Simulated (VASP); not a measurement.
# MgO (P4/mmm) in VASP: a series of runs, part 2 of 2

VASP 6.6.1. Earlier steps stand in the parts before.

### 3 Single point, PBE

This run uses another cell than the first one, of 50.63 Å³/atom, 1.296 times its volume.

File INCAR:

```
SYSTEM = MgO
PREC = Accurate
ENCUT = 520
EDIFF = 1E-6
ISMEAR = 0
SIGMA = 0.02
LREAL = .False.
LASPH = .True.
NELM = 60
ALGO = Normal
ISIF = 2
LWAVE = .False.
LCHARG = .True.
GGA = PE
LELF = .True.
LVHAR = .True.
NBANDS = 11
```

File KPOINTS:

```
Automatic mesh
0
Gamma
  6 6 8
  0 0 0
```

File POSCAR:

```
MgO
1.0
    5.2987178919      0.0000000000      0.0000000000
    0.0000000000      5.2987178919      0.0000000000
    0.0000000000      0.0000000000      3.6069047225
Mg O
1 1
Direct
    0.5000000000      0.5000000000      0.0000000000
    0.5000000000      0.5000000000      0.5000000000
```

Potentials or basis: VASP PAW PBE potentials, release 64 (Mg, O).

Launch:

```
cat potpaw_PBE.64/Mg/POTCAR potpaw_PBE.64/O/POTCAR > POTCAR
mpirun -np 1 vasp_std > vasp.out
```

OUTCAR:

```text
SYSTEM = MgO
   PREC = Accurate
   ENCUT = 520
   EDIFF = 1E-6
   ISMEAR = 0
   LREAL = .False.
   LASPH = .True.
   NELM = 60
   ISIF = 2
   GGA = PE

 ion  position               nearest neighbor table
   1  0.500  0.500  0.000-   2 1.80   2 1.80
   2  0.500  0.500  0.500-   1 1.80   1 1.80

  LATTYP: Found a simple tetragonal cell.
 ALAT       =     5.2987178919
 C/A-ratio  =     0.6807127302

  Lattice vectors:

 A1 = (   5.2987178919,   0.0000000000,   0.0000000000)
 A2 = (   0.0000000000,   5.2987178919,   0.0000000000)
 A3 = (   0.0000000000,   0.0000000000,   3.6069047225)

Analysis of symmetry for initial positions (statically):
=====================================================================
 Subroutine PRICEL returns:
 Original cell was already a primitive cell.

 Routine SETGRP: Setting up the symmetry group for a
 simple tetragonal supercell.

 Subroutine GETGRP returns: Found 16 space group operations
 (whereof 16 operations were pure point group operations)
 out of a pool of 16 trial point group operations.

The static configuration has the point symmetry D_4h.

Analysis of symmetry for dynamics (positions and initial velocities):
=====================================================================
 Subroutine PRICEL returns:
 Original cell was already a primitive cell.

 Routine SETGRP: Setting up the symmetry group for a
 simple tetragonal supercell.

 Subroutine GETGRP returns: Found 16 space group operations
 (whereof 16 operations were pure point group operations)
 out of a pool of 16 trial point group operations.

The dynamic configuration has the point symmetry D_4h.

 Subroutine INISYM returns: Found 16 space group operations
 (whereof 16 operations are pure point group operations),
 and found     1 'primitive' translations

----------------------------------------------------------------------------------------

                                     Primitive cell

  volume of cell :     101.2689

  direct lattice vectors                    reciprocal lattice vectors
     5.298717892  0.000000000  0.000000000     0.188724899  0.000000000  0.000000000
     0.000000000  5.298717892  0.000000000     0.000000000  0.188724899  0.000000000
     0.000000000  0.000000000  3.606904722     0.000000000  0.000000000  0.277246026

  length of vectors
     5.298717892  5.298717892  3.606904722     0.188724899  0.188724899  0.277246026

  position of ions in fractional coordinates (direct lattice)
     0.500000000  0.500000000  0.000000000
     0.500000000  0.500000000  0.500000000

  ion indices of the primitive-cell ions
   primitive index   ion index
                 1           1
                 2           2

----------------------------------------------------------------------------------------

 KPOINTS: Automatic mesh

Automatic generation of k-mesh.
 Grid dimensions read from file:
 generate k-points for:    6    6    8

 Generating k-lattice:

  Cartesian coordinates                     Fractional coordinates (reciprocal lattice)
     0.031454150  0.000000000  0.000000000     0.166666667  0.000000000  0.000000000
     0.000000000  0.031454150  0.000000000     0.000000000  0.166666667  0.000000000
     0.000000000  0.000000000  0.034655753     0.000000000  0.000000000  0.125000000

  Length of vectors
     0.031454150  0.031454150  0.034655753

  Shift w.r.t. Gamma in fractional coordinates (k-lattice)
     0.000000000  0.000000000  0.000000000

 Subroutine IBZKPT returns following result:
 ===========================================

 Found     50 irreducible k-points:

 Following reciprocal coordinates:
            Coordinates               Weight
  0.000000  0.000000  0.000000      1.000000
  0.166667  0.000000  0.000000      4.000000
  0.333333  0.000000  0.000000      4.000000
  0.500000  0.000000  0.000000      2.000000
  0.166667  0.166667  0.000000      4.000000
  0.333333  0.166667  0.000000      8.000000
[... 16 lines left out ...]
  0.333333  0.000000  0.250000      8.000000
  0.500000  0.000000  0.250000      4.000000
 [... further k-points ...]
   k-points           NKPTS =     50   k-points in BZ     NKDIM =     50   number of bands    NBANDS=     11
   number of dos      NEDOS =    301   number of ions     NIONS =      2
   total plane-waves  NPLWV =  44800
   dimension x,y,z NGX =    40 NGY =   40 NGZ =   28
   dimension x,y,z NGXF=    80 NGYF=   80 NGZF=   56
   ions per type =               1   1
   NGX,Y,Z   is equivalent  to a cutoff of  12.55, 12.55, 12.91 a.u.
   NGXF,Y,Z  is equivalent  to a cutoff of  25.10, 25.10, 25.81 a.u.
 SYSTEM =  MgO
   PREC   = accura    normal or accurate (medium, high low for compatibility)
   ISTART =      0    job   : 0-new  1-cont  2-samecut
   ICHARG =      2    charge: 1-file 2-atom 10-const
   ISPIN  =      1    spin polarized calculation?
   LNONCOLLINEAR =      F non collinear calculations
   LSORBIT =      F    spin-orbit coupling
   LASPH  =      T    aspherical Exc in radial PAW
   ENCUT  =  520.0 eV  38.22 Ry    6.18 a.u.   9.85  9.85  6.71*2*pi/ulx,y,z
   NELM   =     60;   NELMIN=  2; NELMDL= -5     # of ELM steps
   EDIFF  = 0.1E-05   stopping-criterion for ELM
   LREAL  =      F    real-space projection
   EDIFFG = 0.1E-04   stopping-criterion for IOM
   NSW    =      0    number of steps for IOM
   IBRION =     -1    ionic relax: 0-MD 1-quasi-New 2-CG
   NFREE  =      0    steps in history (QN), initial steepest desc. (CG)
   ISIF   =      2    stress and relaxation
   ISYM   =      2    0-nonsym 1-usesym 2-fastsym
   POTIM  = 0.5000    time-step for ionic-motion
   TEBEG  =    0.0;   TEEND  =   0.0 temperature during run
   PSTRESS=    0.0 pullay stress
   NELECT =       8.0000    total number of electrons
   NUPDOWN=      -1.0000    fix difference up-down
   EMIN   =  10.00;   EMAX   =-10.00  energy-range for DOS
   EFERMI =   0.00;   METHOD = LEGACY
   ISMEAR =     0;   SIGMA  =   0.02  broadening in eV -4-tet -1-fermi 0-gaus
   EFERMI_NEDOS =   21; number of points for ismear=-14 and -15
   IALGO  =     38    algorithm
   IMIX   =      4    mixing-type and parameters
     AMIX     =   0.40;   BMIX     =  1.00
     AMIX_MAG =   1.60;   BMIX_MAG =  1.00
  volume/ion in A,a.u.               =      50.63       341.70
  Fermi-wavevector in a.u.,A,eV,Ry     =   0.702446  1.327430  6.713522  0.493430
  Thomas-Fermi vector in A             =   1.787147
   LORBIT       =      0    0 simple, 1 ext, 2 COOP (PROOUT), +10 PAW based schemes
   GGA     = PE    functional components
   LHFCALC =     F    Hartree Fock is set to
   AEXX    =    0.0000 exact exchange contribution
   IVDW    =     0    specifies the selected vdW correction
   LEPSILON=     F    determine dielectric tensor
   LRPA    =     F    only Hartree local field effects (RPA)
 non-spin polarized calculation
 Gauss-broadening in eV      SIGMA  =   0.02
  energy-cutoff  :      520.00
  volume of cell :      101.27
 maximum number of plane-waves:      2772
 NGX is ok and might be reduce to    40
   NGX = 19   NGY = 19   NGZ = 13

 number of electron       7.9999998 magnetization

 Free energy of the ion-electron system (eV)
  ---------------------------------------------------
  ext. energy  EPLUGINS =         0.00000000
  ---------------------------------------------------
  free energy    TOTEN  =        -9.28278762 eV

  energy without entropy =       -9.28278762  energy(sigma->0) =       -9.28278762

 E-fermi :  -3.5367     XC(G=0):  -4.1706

 val. band max:       -3.6768833684   @ k =   0.5000   0.0000   0.5000
 cond. band min:      -1.3123150658   @ k =   0.0000   0.0000   0.0000
 fundamental gap:      2.3645683026
 Fermi energy:        -3.5367485157

 k-point     1 :       0.0000    0.0000    0.0000
  band No.  band energies     occupation
      1     -18.6279      2.00000
      2      -4.6825      2.00000
      3      -3.9202      2.00000
      4      -3.9202      2.00000
      5      -1.3123      0.00000
      6       3.5705      0.00000
      7       4.2021      0.00000
      8       4.2021      0.00000
      9       4.8137      0.00000
     10       7.4347      0.00000
     11       9.0033      0.00000
[... 309 lines left out ...]
 k-point    24 :       0.5000    0.0000    0.2500
  band No.  band energies     occupation
      1     -18.5013      2.00000
      2      -5.3774      2.00000
      3      -3.9569      2.00000
      4      -3.7929      2.00000
      5       0.7049      0.00000
      6       1.3889      0.00000
      7       4.6703      0.00000
      8       5.6691      0.00000
      9       5.6948      0.00000
     10       5.7385      0.00000
     11       7.2642      0.00000

 [... further k-points ...]
[... 5 lines left out ...]
  --------------------------------------------------------------------------------------
  -------------------------------------------------------------------------------------
  Total        0.0065436      0.0065436      0.0354189      0.0000000      0.0000000      0.0000000
  in kB        0.1035262      0.1035262      0.5603631      0.0000000      0.0000000      0.0000000
  external PRESSURE =       0.2558052 kB  Pullay stress =       0.0000000 kB

 VOLUME and BASIS-vectors are now :
 -----------------------------------------------------------------------------
  energy-cutoff  :      520.00
  volume of cell :      101.27
      direct lattice vectors                 reciprocal lattice vectors
     5.298717892  0.000000000  0.000000000     0.188724899  0.000000000  0.000000000
     0.000000000  5.298717892  0.000000000     0.000000000  0.188724899  0.000000000
     0.000000000  0.000000000  3.606904722     0.000000000  0.000000000  0.277246026

 POSITION                                       TOTAL-FORCE (eV/Angst)
 -----------------------------------------------------------------------------------
      2.64936      2.64936      0.00000         0.000000      0.000000      0.000000
      2.64936      2.64936      1.80345         0.000000      0.000000      0.000000
 -----------------------------------------------------------------------------------
    total drift:                                0.000000      0.000000     -0.000000

  FREE ENERGIE OF THE ION-ELECTRON SYSTEM (eV)
  ---------------------------------------------------
  free  energy   TOTEN  =        -9.2827876214 eV

  energy  without entropy=       -9.2827876214  energy(sigma->0) =       -9.28278762
```

stdout:

```text
POSCAR found type information on POSCAR MgO
 POSCAR found :  2 types and       2 ions
 scaLAPACK will be used
 LDA part: xc-table for (Slater+PW92), standard interpolation
 POSCAR, INCAR and KPOINTS ok, starting setup
 FFT: planning ... GRIDC
 FFT: planning ... GRID_SOFT
 FFT: planning ... GRID
 WAVECAR not read
 entering main loop
```

Wall time 30 s (1 thread of AMD EPYC 9R45 (Zen 5), shared host); peak memory 0.2 GiB.

Results:

```
Free energy            : -9.2828 eV
Pressure               : 0.0 GPa
Band gap on the k mesh : 2.36 eV, indirect (least direct gap 2.61 eV)
```

Levels at points of the mesh, in eV from the valence-band top:
```tsv
k point	band 2	band 3	band 4	band 5	band 6	band 7
(0.00, 0.00, 0.00)	-1.01	-0.24	-0.24	2.36	7.25	7.88
(0.50, 0.00, 0.00)	-1.00	-0.45	-0.22	3.42	4.75	8.70
(0.50, 0.50, 0.00)	-1.00	-0.41	-0.41	4.64	5.68	5.71
(0.00, 0.00, 0.50)	-2.32	-0.01	-0.01	5.00	6.39	7.65
(0.50, 0.00, 0.50)	-2.29	-0.09	0.00	5.59	5.92	7.92
(0.50, 0.50, 0.50)	-2.27	-0.08	-0.08	6.10	6.10	6.97
```

A k mesh can miss the band edges. A hybrid or GW would open this gap; PBE tends to underestimate it.

### 4 Single point, PBE

This run uses another cell than the first one, of 50.63 Å³/atom, 1.296 times its volume.

File INCAR:

```
PREC = Accurate
ENCUT = 520
EDIFF = 1E-6
ISMEAR = 0
SIGMA = 0.02
LREAL = False
LASPH = True
NELM = 80
ALGO = Normal
ISIF = 2
LWAVE = False
LCHARG = False
GGA = PE
NBANDS = 11
```

File KPOINTS:

```
Automatic mesh
0
Gamma
  6 6 8
```

POSCAR is that of step 3.

Launch:

```
cat potpaw_PBE.64/Mg/POTCAR potpaw_PBE.64/O/POTCAR > POTCAR
mpirun -np 1 vasp_std > vasp.out
```

It took 28 s on 1 thread of AMD EPYC 9R45 (Zen 5), shared host; peak memory 0.2 GiB.

It converged, with:

| Item | Value |
| --- | --- |
| Free energy | -9.2828 eV |
| Pressure | 0.0 GPa |
| Band gap on the k mesh | 2.36 eV, indirect (least direct gap 2.61 eV) |

Levels at points of the mesh, in eV from the valence-band top:
```
           k point  band 1  band 2  band 3  band 4  band 5  band 6  band 7  band 8
(0.00, 0.00, 0.00)  -14.95   -1.01   -0.24   -0.24    2.36    7.25    7.88    7.88
(0.50, 0.00, 0.00)  -14.95   -1.00   -0.45   -0.22    3.42    4.75    8.70    8.70
(0.50, 0.50, 0.00)  -14.95   -1.00   -0.41   -0.41    4.64    5.68    5.71    5.71
(0.00, 0.00, 0.50)  -14.70   -2.32   -0.01   -0.01    5.00    6.39    7.65    7.65
(0.50, 0.00, 0.50)  -14.69   -2.29   -0.09    0.00    5.59    5.92    7.92    7.96
(0.50, 0.50, 0.50)  -14.69   -2.27   -0.08   -0.08    6.10    6.10    6.97    8.36
```

### 5 Relaxation of cell and atoms, PBE

File INCAR:

```
ALGO = Normal
EDIFF = 1E-7
EDIFFG = -0.04
ENCUT = 600
GGA = PE
IBRION = 2
ISIF = 3
ISMEAR = 0
LASPH = T
LCHARG = F
LREAL = F
LWAVE = F
NELM = 80
NSW = 90
PREC = Accurate
SIGMA = 0.1
```

File KPOINTS:

```
k-points
0
Gamma
  4 4 6
```

File POSCAR:

```
MgO
1.0
    4.6567175106      0.0000000000      0.0000000000
    0.0000000000      4.6567175106      0.0000000000
    0.0000000000      0.0000000000      3.6032364820
Mg O
1 1
Direct
    0.5000000000      0.5000000000      0.0000000000
    0.5000000000      0.5000000000      0.5000000000
```

Launch:

```
cat potpaw_PBE.64/Mg/POTCAR potpaw_PBE.64/O/POTCAR > POTCAR
mpirun -np 1 vasp_std > vasp.out
```

Wall time 13 s (1 thread of AMD EPYC 9R45 (Zen 5), shared host); peak memory 0.18 GiB.

Results (log left out):

| Quantity | Value |
| --- | --- |
| Free energy | -9.2678 eV |
| Pressure after relaxing | 0.1 GPa |
| Band gap on the k mesh | 2.00 eV, indirect (least direct gap 2.22 eV) |

Stress tensor (GPa, compression positive):
```
0.16 0.00 0.00
0.00 0.16 0.00
0.00 0.00 0.03
```

Final structure:
```
Mg O
1.0
     4.65672    0.00000    0.00000
     0.00000    4.65672    0.00000
     0.00000    0.00000    3.60324
Mg O
1 1
Direct
  0.50000 0.50000 0.00000
  0.50000 0.50000 0.50000
```

Levels at points of the mesh, in eV from the valence-band top:
```csv
k point,band 2,band 3,band 4,band 5,band 6,band 7
"(0.00, 0.00, 0.00)",-1.09,-0.22,-0.22,2.00,7.81,8.89
"(0.50, 0.00, 0.00)",-1.07,-0.65,-0.18,3.53,4.88,9.75
"(0.50, 0.50, 0.00)",-1.06,-0.55,-0.55,5.47,5.81,6.11
"(0.00, 0.00, 0.50)",-2.45,-0.02,-0.02,4.61,6.34,8.34
"(0.50, 0.00, 0.50)",-2.37,-0.23,0.00,5.18,5.96,8.35
"(0.50, 0.50, 0.50)",-2.30,-0.19,-0.19,5.96,5.96,7.70
```

Caveat: the relaxation stopped at its first step, so nothing moved.

### 6 Summary

```csv
task,cell,k mesh,cutoff (eV),smearing,gap on the mesh (eV),pressure (GPa)
single point,"a = 4.657, b = 4.657, c = 3.603 Å, 2 atoms",4 × 4 × 6,520,gaussian 0.1 eV,2.00,0.2
single point,"a = 5.299, b = 5.299, c = 3.607 Å, 2 atoms",6 × 6 × 8,520,gaussian 0.02 eV,2.36,0.0
relaxation of cell and atoms,"relaxed from a = 4.657, b = 4.657, c = 3.603 Å, 2 atoms",4 × 4 × 6,600,gaussian 0.1 eV,2.00,0.1
```

Alike in all rows: level PBE; potentials or basis VASP PAW PBE potentials, release 64 (Mg, O); no spin polarisation.

Caveats: the relaxation stopped at its first step, so nothing moved (some runs).

Total energies depend on the potentials used, so only differences within one code and one set of settings carry meaning.
